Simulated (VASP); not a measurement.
The system is Ag.

```
Ag
1.0
     4.02662    0.00000    0.00000
     0.00000    6.67542    0.00000
     0.00000    0.00000    3.00237
Ag
4
Direct
  0.02050 0.25000 0.63480
  0.97950 0.75000 0.36520
  0.47950 0.75000 0.13480
  0.52050 0.25000 0.86520
```

* Program: VASP 6.6.1
* Task: relaxation of cell and atoms
* Functional: PBE
* Potentials or basis: VASP PAW PBE potentials, release 64 (Ag)
* Cutoff: 600 eV
* k mesh: 4 × 4 × 6
* Occupations: gaussian, width 0.1 eV
* Spin: no spin polarisation

At the start: pressure 46.3 GPa; volume 20.18 Å³/atom.

**Question.** Where does the relaxation end?

**Answer.** Over 65 steps the energy falls by 2153.9 meV/atom and the volume is 17.83 Å³/atom (-11.6 %); space group Cmcm (No. 63, to 0.05 Å).

Step by step:
| step | energy change (eV) | largest force (eV/Å) | pressure (GPa) | volume (Å³) |
| --- | --- | --- | --- | --- |
| 1 | 0.0000 | 6.0964 | 46.31 | 80.70 |
| 3 | -4.6766 | 0.0378 | -8.58 | 140.55 |
| 5 | -6.4912 | 0.3156 | -7.18 | 107.19 |
| 7 | -6.5356 | 0.4230 | -6.31 | 104.93 |
| 9 | -6.5448 | 0.5030 | -5.67 | 103.56 |
| 11 | -7.3400 | 0.4042 | -1.16 | 85.56 |
| 13 | -7.6820 | 0.2094 | 2.15 | 77.45 |
| 15 | -7.7623 | 0.1492 | -1.68 | 80.23 |
| 17 | -7.7881 | 0.1865 | -0.13 | 78.55 |
| 19 | -7.8071 | 0.2606 | 0.34 | 77.86 |
| 21 | -7.8714 | 0.1922 | -0.74 | 78.56 |
| 23 | -7.8871 | 0.1175 | -1.09 | 78.92 |
| 25 | -7.9106 | 0.1043 | 0.56 | 76.87 |
| 27 | -7.9179 | 0.1213 | -0.34 | 77.51 |
| 29 | -7.9358 | 0.1577 | 0.45 | 76.55 |
| 31 | -7.9446 | 0.2693 | 4.98 | 72.18 |
| 33 | -7.9670 | 0.2528 | 3.21 | 73.68 |
| 35 | -7.9688 | 0.2545 | 3.22 | 73.64 |
| 37 | -7.9764 | 0.2604 | 3.35 | 73.43 |
| 39 | -8.0005 | 0.2640 | 3.90 | 72.58 |
| 41 | -8.0227 | 0.2244 | 4.67 | 71.32 |
| 43 | -8.0863 | 0.0547 | 5.15 | 70.42 |
| 45 | -8.1449 | 0.0802 | 3.99 | 70.91 |
| 47 | -8.3934 | 0.0784 | -0.90 | 73.17 |
| 49 | -8.4092 | 0.1174 | -1.86 | 73.96 |
| 51 | -8.4704 | 0.1056 | 0.02 | 72.03 |
| 53 | -8.4912 | 0.1160 | 2.44 | 70.00 |
| 55 | -8.5676 | 0.1627 | -0.85 | 72.38 |
| 57 | -8.5688 | 0.1704 | -1.17 | 72.65 |
| 59 | -8.5841 | 0.1962 | -0.02 | 71.59 |
| 61 | -8.6017 | 0.0987 | 0.95 | 70.73 |
| 63 | -8.6108 | 0.0649 | -0.50 | 71.75 |
| 65 | -8.6155 | 0.0381 | 0.03 | 71.33 |

Final structure:
```
Ag
1.0
     4.94936    0.00000    0.00000
     0.00000    4.77151    0.00000
     0.00000    0.00000    3.02045
Ag
4
Direct
  0.16739 0.25000 0.50126
  0.83261 0.75000 0.49874
  0.33261 0.75000 0.00126
  0.66739 0.25000 0.99874
```

Caveat: the k points lie up to 0.35 Å⁻¹ apart in the final cell.
